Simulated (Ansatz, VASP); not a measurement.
Given: the input of a run of Ansatz 0.2.0 on Te.

Contents of input.yaml:

```yaml
crystal:
  lattice:
    - [4.5341468484, 0.0, 0.0]
    - [-2.2670734242, 3.9266863553, 0.0]
    - [0.0, 0.0, 6.0309282756]
  atoms:
    - { symbol: Te, position: [0.731, 0.731, 0.5] }
    - { symbol: Te, position: [0.0, 0.269, 0.8333333333] }
    - { symbol: Te, position: [0.269, 0.0, 0.1666666667] }
hamiltonian:
  xc: lda
  pseudopotentials: { kind: paw_fr }
magnetization:
  noncollinear: true
  spin_orbit: true
kpoints:
  mp_grid: { grid: [7, 7, 5] }
scf:
  occupations: { method: tetrahedron }
output:
  forces: true
  stress: true
```

Potentials or basis: Ansatz PAW.

The run is started by

```console
$ ansatz run input.yaml --threads 2 --pin off --max-ram 5120MiB --backend cpu --events-out ev --progress --plain --runs-dir out
```

Q: Set up the same calculation for VASP 6.6.1. Potentials there: VASP PAW LDA potentials, release 64 (Te).

A: As run (the cutoff follows the program's own potentials):

File INCAR:

```
PREC     = Accurate       # precision mode
ENCUT    = 520            # plane-wave cutoff, eV
EDIFF    = 1E-6           # SCF threshold, eV
ISMEAR   = -5             # smearing method
SIGMA    = 0.1            # smearing width, eV
LREAL    = False          # projectors in reciprocal space
LASPH    = True           # aspherical terms in the spheres
NELM     = 150            # most SCF steps
ALGO     = Normal         # electronic algorithm
ISIF     = 2              # what is computed and relaxed
LWAVE    = False          # write WAVECAR
LCHARG   = False          # write CHGCAR
MAGMOM   = 0 0 0 0 0 0 0 0 0 # initial moments
LORBIT   = 11             # projections on sites
LSORBIT  = True           # spin-orbit coupling
GGA_COMPAT= False        
LORBMOM  = True         
GGA      = CA             # functional
NBANDS   = 31             # bands
```

KPOINTS

```
regular mesh
0
Gamma
  7 7 5
```

File POSCAR:

```
Te
1.0
    4.5341468484      0.0000000000      0.0000000000
   -2.2670734242      3.9266863553      0.0000000000
    0.0000000000      0.0000000000      6.0309282756
Te
3
Direct
    0.7310000000      0.7310000000      0.5000000000
    0.0000000000      0.2690000000      0.8333333333
    0.2690000000      0.0000000000      0.1666666667
```

Potentials or basis: VASP PAW LDA potentials, release 64 (Te).

Command:

```bash
$ cat potpaw_LDA.64/Te/POTCAR > POTCAR
$ mpirun -np 1 vasp_ncl > vasp.out
```

Both were run:

|  | VASP | Ansatz | Ansatz less VASP |
| --- | --- | --- | --- |
| pressure (GPa) | -3.7 | -3.7 | -0.06 |
| traceless stress, the component that is largest in VASP (GPa) | -0.44 | -0.48 | -0.040 |
| rms of the force components (eV/Å) | 0.079 | 0.093 | +0.0133 |

LDA's correlation is that of Perdew and Zunger in VASP and of Perdew and Wang (1992) in Ansatz. Atom by atom the forces differ by 0.013 eV/Å (rms over components). VASP's potentials hold 18 valence electrons a cell and Ansatz's 48, so a difference there can come from the potentials and not from the codes.

Noted on Ansatz's run: odd divisions of the mesh miss points on the zone boundary, where band edges often lie, so the gap on the mesh can be too wide.
